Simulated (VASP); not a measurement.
# Ge (Cmcm) in VASP: further runs

Runs on Ge. Level: PBEsol. Tasks: single point.

All numbers are computed with VASP 6.6.1; they aren't measurements. Logs are shortened: lines on timing, memory, paths and dates and some standing lists are left out, and cuts for length are marked.

## Step 1: The cell of the first run

Symmetry: Cmcm, No. 63, orthorhombic system. The conventional cell has a = 2.955 Å, b = 5.296 Å, c = 4.686 Å, α = 90.00°, β = 90.00°, γ = 90.00°. Ge (site symmetry m2m) has 12 Ge at 2.85 to 3.03 Å within 3.8 Å.

## Step 2: Single point, PBEsol

INCAR

```
SYSTEM = Ge
PREC = Accurate
ENCUT = 520
EDIFF = 1E-7
ISMEAR = -1
SIGMA = 0.1
LREAL = .False.
LASPH = .True.
NELM = 80
ALGO = Normal
ISIF = 2
LWAVE = .False.
LCHARG = .True.
GGA = PS
LELF = .True.
LVHAR = .True.
NBANDS = 21
```

KPOINTS

```
regular mesh
0
Gamma
  12 12 7
  0 0 0
```

POSCAR

```
Ge
1.0
    1.4774301472     -2.6481668601      0.0000000000
    1.4774301472      2.6481668601      0.0000000000
    0.0000000000      0.0000000000      4.6859854663
Ge
2
Direct
    0.6526300581      0.3473699419      0.2500000000
    0.3473699419      0.6526300581      0.7500000000
```

Potentials or basis: VASP PAW PBE potentials, release 64 (Ge_d).

Launch:

```
> cat potpaw_PBE.64/Ge_d/POTCAR > POTCAR
> mpirun -np 1 vasp_std > vasp.out
```

OUTCAR:

```text
SYSTEM = Ge
   PREC = Accurate
   ENCUT = 520
   EDIFF = 1E-7
   ISMEAR = -1
   LREAL = .False.
   LASPH = .True.
   NELM = 80
   ISIF = 2
   GGA = PS

 ion  position               nearest neighbor table
   1  0.653  0.347  0.250-   2 2.85   2 2.85
   2  0.347  0.653  0.750-   1 2.85   1 2.85

  LATTYP: Found a base centered orthorhombic cell.
 ALAT       =     2.9548602944
 B/A-ratio  =     1.7924142574
 C/A-ratio  =     1.5858568594

  Lattice vectors:

 A1 = (   1.4774301472,  -2.6481668601,   0.0000000000)
 A2 = (   1.4774301472,   2.6481668601,   0.0000000000)
 A3 = (   0.0000000000,   0.0000000000,   4.6859854663)

Analysis of symmetry for initial positions (statically):
=====================================================================
 Subroutine PRICEL returns:
 Original cell was already a primitive cell.

 Routine SETGRP: Setting up the symmetry group for a
 base centered orthorhombic supercell.

 Subroutine GETGRP returns: Found  8 space group operations
 (whereof  4 operations were pure point group operations)
 out of a pool of  8 trial point group operations.

The static configuration has the point symmetry C_2h.
 The point group associated with its full space group is D_2h.

Analysis of symmetry for dynamics (positions and initial velocities):
=====================================================================
 Subroutine PRICEL returns:
 Original cell was already a primitive cell.

 Routine SETGRP: Setting up the symmetry group for a
 base centered orthorhombic supercell.

 Subroutine GETGRP returns: Found  8 space group operations
 (whereof  4 operations were pure point group operations)
 out of a pool of  8 trial point group operations.

The dynamic configuration has the point symmetry C_2h.
 The point group associated with its full space group is D_2h.

 Subroutine INISYM returns: Found  8 space group operations
 (whereof  4 operations are pure point group operations),
 and found     1 'primitive' translations

----------------------------------------------------------------------------------------

                                     Primitive cell

  volume of cell :      36.6677

  direct lattice vectors                    reciprocal lattice vectors
     1.477430147 -2.648166860  0.000000000     0.338425475 -0.188809855  0.000000000
     1.477430147  2.648166860  0.000000000     0.338425475  0.188809855  0.000000000
     0.000000000  0.000000000  4.685985466     0.000000000  0.000000000  0.213402284

  length of vectors
     3.032422721  3.032422721  4.685985466     0.387531887  0.387531887  0.213402284

  position of ions in fractional coordinates (direct lattice)
     0.652630058  0.347369942  0.250000000
     0.347369942  0.652630058  0.750000000

  ion indices of the primitive-cell ions
   primitive index   ion index
                 1           1
                 2           2

----------------------------------------------------------------------------------------

 KPOINTS: regular mesh

Automatic generation of k-mesh.
 Grid dimensions read from file:
 generate k-points for:   12   12    7

 Generating k-lattice:

  Cartesian coordinates                     Fractional coordinates (reciprocal lattice)
     0.028202123 -0.015734155  0.000000000     0.083333333  0.000000000  0.000000000
     0.028202123  0.015734155  0.000000000     0.000000000  0.083333333  0.000000000
     0.000000000  0.000000000  0.030486041     0.000000000  0.000000000  0.142857143

  Length of vectors
     0.032294324  0.032294324  0.030486041

  Shift w.r.t. Gamma in fractional coordinates (k-lattice)
     0.000000000  0.000000000  0.000000000

 Subroutine IBZKPT returns following result:
 ===========================================

 Found    172 irreducible k-points:

 Following reciprocal coordinates:
            Coordinates               Weight
  0.000000  0.000000  0.000000      1.000000
  0.083333  0.000000  0.000000      4.000000
  0.166667 -0.000000  0.000000      4.000000
  0.250000  0.000000  0.000000      4.000000
  0.333333  0.000000  0.000000      4.000000
  0.416667  0.000000  0.000000      4.000000
[... 16 lines left out ...]
  0.500000  0.166667  0.000000      4.000000
 -0.416667  0.166667  0.000000      4.000000
 [... further k-points ...]
   k-points           NKPTS =    172   k-points in BZ     NKDIM =    172   number of bands    NBANDS=     21
   number of dos      NEDOS =    301   number of ions     NIONS =      2
   total plane-waves  NPLWV =  20736
   dimension x,y,z NGX =    24 NGY =   24 NGZ =   36
   dimension x,y,z NGXF=    48 NGYF=   48 NGZF=   72
   ions per type =               2
   NGX,Y,Z   is equivalent  to a cutoff of  13.16, 13.16, 12.77 a.u.
   NGXF,Y,Z  is equivalent  to a cutoff of  26.31, 26.31, 25.54 a.u.
 SYSTEM =  Ge
   PREC   = accura    normal or accurate (medium, high low for compatibility)
   ISTART =      0    job   : 0-new  1-cont  2-samecut
   ICHARG =      2    charge: 1-file 2-atom 10-const
   ISPIN  =      1    spin polarized calculation?
   LNONCOLLINEAR =      F non collinear calculations
   LSORBIT =      F    spin-orbit coupling
   LASPH  =      T    aspherical Exc in radial PAW
   ENCUT  =  520.0 eV  38.22 Ry    6.18 a.u.   5.64  5.64  8.71*2*pi/ulx,y,z
   NELM   =     80;   NELMIN=  2; NELMDL= -5     # of ELM steps
   EDIFF  = 0.1E-06   stopping-criterion for ELM
   LREAL  =      F    real-space projection
   EDIFFG = 0.1E-05   stopping-criterion for IOM
   NSW    =      0    number of steps for IOM
   IBRION =     -1    ionic relax: 0-MD 1-quasi-New 2-CG
   NFREE  =      0    steps in history (QN), initial steepest desc. (CG)
   ISIF   =      2    stress and relaxation
   ISYM   =      2    0-nonsym 1-usesym 2-fastsym
   POTIM  = 0.5000    time-step for ionic-motion
   TEBEG  =    0.0;   TEEND  =   0.0 temperature during run
   PSTRESS=    0.0 pullay stress
   NELECT =      28.0000    total number of electrons
   NUPDOWN=      -1.0000    fix difference up-down
   EMIN   =  10.00;   EMAX   =-10.00  energy-range for DOS
   EFERMI =   0.00;   METHOD = LEGACY
   ISMEAR =    -1;   SIGMA  =   0.10  broadening in eV -4-tet -1-fermi 0-gaus
   EFERMI_NEDOS =   21; number of points for ismear=-14 and -15
   IALGO  =     38    algorithm
   IMIX   =      4    mixing-type and parameters
     AMIX     =   0.40;   BMIX     =  1.00
     AMIX_MAG =   1.60;   BMIX_MAG =  1.00
  volume/ion in A,a.u.               =      18.33       123.72
  Fermi-wavevector in a.u.,A,eV,Ry     =   1.496350  2.827691 30.464293  2.239062
  Thomas-Fermi vector in A             =   2.608377
   LORBIT       =      0    0 simple, 1 ext, 2 COOP (PROOUT), +10 PAW based schemes
   GGA     = PS    functional components
   LHFCALC =     F    Hartree Fock is set to
   AEXX    =    0.0000 exact exchange contribution
   IVDW    =     0    specifies the selected vdW correction
   LEPSILON=     F    determine dielectric tensor
   LRPA    =     F    only Hartree local field effects (RPA)
 non-spin polarized calculation
  energy-cutoff  :      520.00
  volume of cell :       36.67
 maximum number of plane-waves:      1007
   NGX = 11   NGY = 11   NGZ = 17

 number of electron      28.0000018 magnetization

 Free energy of the ion-electron system (eV)
  ---------------------------------------------------
  ext. energy  EPLUGINS =         0.00000000
  ---------------------------------------------------
  free energy    TOTEN  =        -9.34097652 eV

  energy without entropy =       -9.31643717  energy(sigma->0) =       -9.32870684

 E-fermi :   6.9861     XC(G=0): -11.5820

 val. band max:        6.9756330703   @ k =   0.4167   0.0833   0.1429
 cond. band min:       6.9953361240   @ k =   0.3333   0.3333   0.0000
 fundamental gap:      0.0197030537
 Fermi energy:         6.9860727831

 k-point     1 :       0.0000    0.0000    0.0000
  band No.  band energies     occupation
      1     -17.7094      2.00000
      2     -17.7015      2.00000
      3     -17.6961      2.00000
      4     -17.6919      2.00000
      5     -17.6819      2.00000
      6     -17.6766      2.00000
[... 13 lines left out ...]
     20      19.6494      0.00000
     21      20.3658      0.00000

 k-point     2 :       0.0833    0.0000    0.0000
  band No.  band energies     occupation
      1     -17.7090      2.00000
      2     -17.7003      2.00000
      3     -17.6936      2.00000
      4     -17.6884      2.00000
      5     -17.6824      2.00000
      6     -17.6746      2.00000
[... 13 lines left out ...]
     20      19.6249      0.00000
     21      20.7298      0.00000

 k-point     3 :       0.1667   -0.0000    0.0000
  band No.  band energies     occupation
      1     -17.7153      2.00000
      2     -17.6983      2.00000
      3     -17.6949      2.00000
      4     -17.6768      2.00000
      5     -17.6705      2.00000
      6     -17.6697      2.00000
[... 13 lines left out ...]
     20      20.2084      0.00000
     21      20.7419      0.00000

 k-point     4 :       0.2500    0.0000    0.0000
  band No.  band energies     occupation
      1     -17.7279      2.00000
      2     -17.7048      2.00000
      3     -17.6909      2.00000
      4     -17.6841      2.00000
      5     -17.6675      2.00000
      6     -17.6523      2.00000
[... 13 lines left out ...]
     20      18.9907      0.00000
     21      20.4273      0.00000

 k-point     5 :       0.3333    0.0000    0.0000
  band No.  band energies     occupation
      1     -17.7406      2.00000
      2     -17.7117      2.00000
      3     -17.6992      2.00000
      4     -17.6917      2.00000
      5     -17.6573      2.00000
      6     -17.6336      2.00000
[... 13 lines left out ...]
     20      18.2621      0.00000
     21      19.8547      0.00000

 k-point     6 :       0.4167    0.0000    0.0000
  band No.  band energies     occupation
      1     -17.7497      2.00000
      2     -17.7179      2.00000
      3     -17.7095      2.00000
      4     -17.6939      2.00000
      5     -17.6490      2.00000
      6     -17.6390      2.00000
[... 13 lines left out ...]
     20      17.8455      0.00000
     21      19.4663      0.00000

 k-point     7 :       0.5000    0.0000    0.0000
  band No.  band energies     occupation
      1     -17.7530      2.00000
      2     -17.7209      2.00000
      3     -17.7126      2.00000
      4     -17.6949      2.00000
      5     -17.6458      2.00000
      6     -17.6408      2.00000
[... 13 lines left out ...]
     20      17.7075      0.00000
     21      19.3206      0.00000
[... 291 lines left out ...]
      1     -17.7273      2.00000
      2     -17.7192      2.00000
      3     -17.6969      2.00000
      4     -17.6842      2.00000
      5     -17.6587      2.00000
      6     -17.6458      2.00000
[... 13 lines left out ...]
     20      17.4181      0.00000
     21      20.7902      0.00000

 k-point    21 :       0.3333    0.1667    0.0000
  band No.  band energies     occupation
      1     -17.7349      2.00000
      2     -17.7267      2.00000
      3     -17.6888      2.00000
      4     -17.6868      2.00000
      5     -17.6513      2.00000
      6     -17.6495      2.00000
[... 13 lines left out ...]
     20      17.1137      0.00000
     21      22.6724      0.00000

 k-point    22 :       0.4167    0.1667    0.0000
  band No.  band energies     occupation
      1     -17.7358      2.00000
      2     -17.7290      2.00000
      3     -17.6928      2.00000
      4     -17.6822      2.00000
      5     -17.6482      2.00000
      6     -17.6461      2.00000
[... 13 lines left out ...]
     20      17.0800      0.00000
     21      22.9866      0.00000

 k-point    23 :       0.5000    0.1667    0.0000
  band No.  band energies     occupation
      1     -17.7292      2.00000
      2     -17.7259      2.00000
      3     -17.6956      2.00000
      4     -17.6856      2.00000
      5     -17.6497      2.00000
      6     -17.6422      2.00000
[... 13 lines left out ...]
     20      17.3372      0.00000
     21      23.0139      0.00000

 k-point    24 :      -0.4167    0.1667    0.0000
  band No.  band energies     occupation
      1     -17.7184      2.00000
      2     -17.7173      2.00000
      3     -17.6985      2.00000
      4     -17.6953      2.00000
      5     -17.6536      2.00000
      6     -17.6337      2.00000
[... 13 lines left out ...]
     20      17.8832      0.00000
     21      21.7847      0.00000

 [... further k-points ...]

------------------------ aborting loop because EDIFF is reached ----------------------------------------

  FORCE on cell =-STRESS in cart. coord.  units (eV):
  Direction    XX          YY          ZZ          XY          YZ          ZX
  --------------------------------------------------------------------------------------
  -------------------------------------------------------------------------------------
  Total        0.0077844      0.0100036      0.0098308      0.0000000     -0.0000000      0.0000000
  in kB        0.3401360      0.4371038      0.4295527      0.0000000     -0.0000000      0.0000000
  external PRESSURE =       0.4022642 kB  Pullay stress =       0.0000000 kB

 VOLUME and BASIS-vectors are now :
 -----------------------------------------------------------------------------
  energy-cutoff  :      520.00
  volume of cell :       36.67
      direct lattice vectors                 reciprocal lattice vectors
     1.477430147 -2.648166860  0.000000000     0.338425475 -0.188809855  0.000000000
     1.477430147  2.648166860  0.000000000     0.338425475  0.188809855  0.000000000
     0.000000000  0.000000000  4.685985466     0.000000000  0.000000000  0.213402284

 POSITION                                       TOTAL-FORCE (eV/Angst)
 -----------------------------------------------------------------------------------
      1.47743     -0.80838      1.17150         0.000000      0.000804      0.000000
      1.47743      0.80838      3.51449         0.000000     -0.000804      0.000000
 -----------------------------------------------------------------------------------
    total drift:                                0.000000      0.000000      0.000000

  FREE ENERGIE OF THE ION-ELECTRON SYSTEM (eV)
  ---------------------------------------------------
  free  energy   TOTEN  =        -9.3409765220 eV

  energy  without entropy=       -9.3164371658  energy(sigma->0) =       -9.32870684
```

Wall time 87 s (1 thread of Intel Xeon 8259CL, shared host); peak memory 0.23 GiB.

What came out:

- Free energy: -9.3410 eV
- Pressure: 0.0 GPa
- Band gap on the k mesh: zero (bands 14 and 15 overlap by 9.10 eV)

Caveat: the PAW data sets were made with another functional, which shifts forces and pressure a little.

[end of part 1 of 2]
